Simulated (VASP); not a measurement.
Here is a VASP 6.6.1 calculation.

Contents of INCAR:

```
PREC = Accurate
ENCUT = 520
EDIFF = 1E-6
ISMEAR = 0
SIGMA = 0.01
LREAL = F
LASPH = T
NELM = 100
ALGO = Normal
ISIF = 2
LWAVE = F
LCHARG = T
GGA = PE
LELF = T
LVHAR = T
NBANDS = 15
```

File KPOINTS:

```
Automatic mesh
0
Gamma
  4 4 4
```

File POSCAR:

```
RbBr
1.0
    0.0000000000      3.4089137157      3.4749919312
    3.4089137157      0.0000000000      3.4749919312
    3.4089137157      3.4089137157      0.0000000000
Rb Br
1 1
Direct
    0.0000000000      0.0000000000      0.0000000000
    0.5000000000      0.5000000000      0.5000000000
```

Potentials or basis: VASP PAW PBE potentials, release 64 (Rb_sv, Br).

Run with:

```console
$ cat potpaw_PBE.64/Rb_sv/POTCAR potpaw_PBE.64/Br/POTCAR > POTCAR
$ mpirun -np 1 vasp_std > vasp.out
```

Q: Predict the band gap on the k mesh.

A: 4.35 eV.

Q: Predict the pressure.

A: 1.0 GPa.

Stress tensor (GPa, compression positive):
```
1.19 0.00 0.00
0.00 1.19 0.00
0.00 0.00 0.58
```

Caveat: the cell differs from its parent crystal (epitaxial xy strain -1.5%).
